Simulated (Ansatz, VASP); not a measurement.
**Hf: VASP beside Ansatz**

```
CELL_PARAMETERS angstrom
0.00000 2.24303 2.24303
2.24303 0.00000 2.24303
2.24303 2.24303 0.00000
ATOMIC_POSITIONS crystal
Hf 0.00000 0.00000 0.00000
```

Alike in both runs: functional PBE; k mesh 8 × 8 × 8; occupations gaussian, width 0.1 eV; no spin polarisation.

Ansatz relaxed the structure, and its values are those at the end. VASP's run is a single point on that final structure, the one shown.

```csv
,VASP,Ansatz
version,VASP 6.6.1,Ansatz 0.2.0
potentials or method,"VASP PAW PBE potentials, release 64 (Hf_pv), cutoff 500 eV","scalar-relativistic, plane waves, PAW"
valence electrons in the cell,10,26
```

|  | VASP | Ansatz | Ansatz less VASP |
| --- | --- | --- | --- |
| gap on the k mesh at the Fermi level (eV) | none | none | - |
| pressure (GPa) | -0.4 | 0.0 | +0.45 |

A gap of «none» marks a metal or a gap that the smearing closes. VASP's potentials hold 10 valence electrons a cell and Ansatz's 26, so a difference there can come from the potentials and not from the codes.

Neither program's run includes spin-orbit coupling.
